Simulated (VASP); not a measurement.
# Ba (P6_3/mmc) in VASP: notebook, part 2 of 2

VASP 6.6.1. The steps go on from the part before.

## Step 4: Relaxation of shape and atoms at fixed volume, PBEsol+D3(BJ)

This run uses another cell than the first one, of 52.26 Å³/atom.

INCAR

```
ALGO     = Normal         # electronic algorithm
EDIFF    = 1E-7           # SCF threshold, eV
EDIFFG   = -0.005         # ionic threshold
ENCUT    = 600            # plane-wave cutoff, eV
GGA      = PS             # functional
IBRION   = 2              # ionic algorithm
ISIF     = 4              # what is computed and relaxed
ISMEAR   = -1             # smearing method
IVDW     = 12             # dispersion correction
LASPH    = T              # aspherical terms in the spheres
LCHARG   = F              # write CHGCAR
LREAL    = F              # projectors in reciprocal space
LWAVE    = F              # write WAVECAR
NELM     = 60             # most SCF steps
NSW      = 50             # ionic steps
PREC     = Accurate       # precision mode
SIGMA    = 0.08           # smearing width, eV
```

KPOINTS

```
k-points
0
Gamma
  10 10 6
```

POSCAR

```
Ba
1.0
    4.1978220065      0.0000000000      0.0000000000
   -2.0989110032      3.6354204982      0.0000000000
    0.0000000000      0.0000000000      6.8490827726
Ba
2
Direct
    0.3333333333      0.6666666667      0.2500000000
    0.6666666667      0.3333333333      0.7500000000
```

Potentials or basis: VASP PAW PBE potentials, release 64 (Ba_sv).

Launch:

```bash
$ cat potpaw_PBE.64/Ba_sv/POTCAR > POTCAR
$ mpirun -np 1 vasp_std > vasp.out
```

OUTCAR:

```text
EDIFF = 1E-7
   EDIFFG = -0.005
   ENCUT = 600
   GGA = PS
   IBRION = 2
   ISIF = 4
   ISMEAR = -1
   IVDW = 12
   LASPH = T
   LREAL = F
   NELM = 60
   NSW = 50
   PREC = Accurate
 IVDW          = 12

 ion  position               nearest neighbor table
   1  0.333  0.667  0.250-   2 4.20   2 4.20   2 4.20   2 4.20   2 4.20   2 4.20
   2  0.667  0.333  0.750-   1 4.20   1 4.20   1 4.20   1 4.20   1 4.20   1 4.20

  LATTYP: Found a hexagonal cell.
 ALAT       =     4.1978220065
 C/A-ratio  =     1.6315800818

  Lattice vectors:

 A1 = (   4.1978220065,   0.0000000000,   0.0000000000)
 A2 = (  -2.0989110032,   3.6354204982,   0.0000000000)
 A3 = (   0.0000000000,   0.0000000000,   6.8490827726)

Analysis of symmetry for initial positions (statically):
=====================================================================
 Subroutine PRICEL returns:
 Original cell was already a primitive cell.

 Routine SETGRP: Setting up the symmetry group for a
 hexagonal supercell.

 Subroutine GETGRP returns: Found 24 space group operations
 (whereof 12 operations were pure point group operations)
 out of a pool of 24 trial point group operations.

The static configuration has the point symmetry D_3d.
 The point group associated with its full space group is D_6h.

Analysis of symmetry for dynamics (positions and initial velocities):
=====================================================================
 Subroutine PRICEL returns:
 Original cell was already a primitive cell.

 Routine SETGRP: Setting up the symmetry group for a
 hexagonal supercell.

 Subroutine GETGRP returns: Found 24 space group operations
 (whereof 12 operations were pure point group operations)
 out of a pool of 24 trial point group operations.

The dynamic configuration has the point symmetry D_3d.
 The point group associated with its full space group is D_6h.

 Subroutine INISYM returns: Found 24 space group operations
 (whereof 12 operations are pure point group operations),
 and found     1 'primitive' translations

----------------------------------------------------------------------------------------

                                     Primitive cell

  volume of cell :     104.5228

  direct lattice vectors                    reciprocal lattice vectors
[... 106 lines left out ...]
     AMIX     =   0.40;   BMIX     =  1.00
     AMIX_MAG =   1.60;   BMIX_MAG =  1.00
  volume/ion in A,a.u.               =      52.26       352.68
  Fermi-wavevector in a.u.,A,eV,Ry     =   0.943368  1.782707 12.108412  0.889943
  Thomas-Fermi vector in A             =   2.071068
   LORBIT       =      0    0 simple, 1 ext, 2 COOP (PROOUT), +10 PAW based schemes
   GGA     = PS    functional components
   LHFCALC =     F    Hartree Fock is set to
   AEXX    =    0.0000 exact exchange contribution
   IVDW    =    12    specifies the selected vdW correction
   LEPSILON=     F    determine dielectric tensor
   LRPA    =     F    only Hartree local field effects (RPA)
 conjugate gradient relaxation of ions
 non-spin polarized calculation
  energy-cutoff  :      600.00
  volume of cell :      104.52
 maximum number of plane-waves:      3544
 NGX is ok and might be reduce to    36
   NGX = 17   NGY = 17   NGZ = 27

--------------------------------------- Ionic step        1  -------------------------------------------

 number of electron      19.9999999 magnetization

 Free energy of the ion-electron system (eV)
  ---------------------------------------------------
  ext. energy  EPLUGINS =         0.00000000
  ---------------------------------------------------
  free energy    TOTEN  =        -4.26322068 eV

  energy without entropy =       -4.20108141  energy(sigma->0) =       -4.23215104

------------------------ aborting loop because EDIFF is reached ----------------------------------------

 Edisp (eV)   -0.61133

 E8    (eV) :    -0.4826
[... 71 lines left out ...]
--------------------------------------- Ionic step        3  -------------------------------------------

 number of electron      19.9999999 magnetization

 Free energy of the ion-electron system (eV)
  ---------------------------------------------------
  ext. energy  EPLUGINS =         0.00000000
  ---------------------------------------------------
  free energy    TOTEN  =        -4.26346727 eV

  energy without entropy =       -4.20137195  energy(sigma->0) =       -4.23241961

 E-fermi :   2.2115     XC(G=0):  -8.1389

 val. band max:        2.2062245152   @ k =   0.3000   0.1000   0.0000
 cond. band min:       2.2262720359   @ k =   0.4000   0.2000   0.1667
 fundamental gap:      0.0200475206
 Fermi energy:         2.2114746885

 k-point     1 :       0.0000    0.0000    0.0000
  band No.  band energies     occupation
      1     -26.3576      2.00000
      2     -26.2637      2.00000
      3     -11.9854      2.00000
      4     -11.2584      2.00000
      5     -11.2584      2.00000
      6     -11.1469      2.00000
      7     -11.1469      2.00000
      8     -11.1369      2.00000
      9      -0.6296      2.00000
     10       1.1528      2.00000
     11       3.9855      0.00000
     12       4.1318      0.00000
     13       4.1318      0.00000
     14       4.1827      0.00000
[... 377 lines left out ...]
      1     -26.2658      2.00000
      2     -26.2390      2.00000
      3     -11.8944      2.00000
      4     -11.7718      2.00000
      5     -11.5641      2.00000
      6     -11.4541      2.00000
      7     -11.3371      2.00000
      8     -11.2857      2.00000
      9       1.4062      1.99992
     10       1.8107      1.98674
     11       2.3044      0.47664
     12       2.8374      0.00080
     13       3.8232      0.00000
     14       4.1262      0.00000

 [... further k-points ...]

------------------------ aborting loop because EDIFF is reached ----------------------------------------

 Edisp (eV)   -0.61133

 E8    (eV) :    -0.4826
[... 25 lines left out ...]
  FREE ENERGIE OF THE ION-ELECTRON SYSTEM (eV)
  ---------------------------------------------------
  free  energy   TOTEN  =        -4.8747995285 eV

  energy  without entropy=       -4.8127042073  energy(sigma->0) =       -4.84375187

 reached required accuracy - stopping structural energy minimisation
```

Run time: 2.7 min. Hardware: 1 thread of AMD EPYC 7R13 (Zen 3), shared host; peak memory 0.28 GiB.

What came out:

```
Free energy                : -4.8748 eV
Energy gained by relaxing  : 0.1 meV/atom
Ionic steps                : 3
Pressure after relaxing    : 0.1 GPa
Band gap on the k mesh     : zero (bands 10 and 11 overlap by 0.44 eV)
Dispersion energy per atom : -0.306 eV
```

Step by step:
```
step  energy change (eV)  largest force (eV/Å)  pressure (GPa)  volume (Å³)
   1              0.0000                0.0000            0.16       104.52
   2             -0.0001                0.0000            0.15       104.52
   3             -0.0003                0.0000            0.15       104.52
```

Final structure:
```
Ba
1.0
     4.20806    0.00000    0.00000
    -2.10403    3.64428    0.00000
     0.00000    0.00000    6.81581
Ba
2
Direct
  0.33333 0.66667 0.25000
  0.66667 0.33333 0.75000
```

Levels at points of the mesh, in eV from the Fermi level:
| k point | band 8 | band 9 | band 10 | band 11 | band 12 | band 13 |
| --- | --- | --- | --- | --- | --- | --- |
| (0.00, 0.00, 0.00) | -13.35 | -2.84 | -1.06 | 1.77 | 1.92 | 1.92 |
| (0.50, 0.00, 0.00) | -13.46 | -0.69 | -0.63 | -0.33 | 1.05 | 1.73 |
| (0.00, 0.00, 0.50) | -13.41 | -1.70 | -1.70 | 1.20 | 1.20 | 1.89 |
| (0.50, 0.00, 0.50) | -13.56 | -0.90 | -0.90 | 0.44 | 0.44 | 2.16 |

Caveat: the PAW data sets were made with another functional, which shifts forces and pressure a little; spin-orbit coupling is left out, which moves the levels of the heavy elements.

## Step 5: Summary

```tsv
level	cell	gap on the mesh (eV)	pressure (GPa)
PBEsol	relaxed from a = 4.036, b = 4.036, c = 6.585 Å, angles 90.0, 90.0, 120.0°, 2 atoms	none	2.6
PBEsol	relaxed from a = 4.198, b = 4.198, c = 6.849 Å, angles 90.0, 90.0, 120.0°, 2 atoms	none	1.1
PBEsol+D3(BJ)	relaxed from a = 4.198, b = 4.198, c = 6.849 Å, angles 90.0, 90.0, 120.0°, 2 atoms	none	0.1
```

Alike in all rows: task relaxation of shape and atoms at fixed volume; potentials or basis VASP PAW PBE potentials, release 64 (Ba_sv); no spin polarisation; k mesh 10 × 10 × 6; cutoff (eV) 600; smearing fermi-dirac 0.08 eV.

Caveats: the PAW data sets were made with another functional, which shifts forces and pressure a little; spin-orbit coupling is left out, which moves the levels of the heavy elements.

Absolute energies hang on the potentials; compare differences alone.

The gap in the log of VASP goes by the Fermi energy; the results here count the filled bands.